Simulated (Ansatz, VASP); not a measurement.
# One calculation of KRh, two programs

```
K Rh
1.0
     2.68331    0.00000    0.00000
     0.00000    2.68331    0.00000
     0.00000    0.00000    5.22388
K Rh
1 1
Direct
  0.00000 0.00000 0.00000
  0.50000 0.50000 0.50000
```

Change from the starting cell: z stretched by +1 % at fixed volume, PAW files.

Alike in both runs: task electric field gradients; functional LDA; k mesh 9 × 9 × 7; occupations fermi-dirac, width 0.05 eV; no spin polarisation.

```csv
,VASP,Ansatz
version,VASP 6.6.1,Ansatz 0.2.0
potentials or method,"VASP PAW LDA potentials, release 64 (K_sv, Rh_pv)","PAW with Ansatz's default frozen-core files, scalar-relativistic"
plane-wave cutoff (eV),520,420
valence electrons in the cell,24,26
```

|  | VASP | Ansatz | Ansatz less VASP |
| --- | --- | --- | --- |
| pressure (GPa) | 0.7 | 0.1 | -0.66 |
| traceless stress, the component that is largest in VASP (GPa) | -1.45 | -1.25 | +0.202 |
| size of Vzz on the site where it differs most (V/Å²) | 18.7 | 48.1 | +29.35 |

LDA's correlation is that of Perdew and Zunger in VASP and of Perdew and Wang (1992) in Ansatz. VASP's potentials hold 24 valence electrons a cell and Ansatz's 26, so a difference there can come from the potentials and not from the codes.
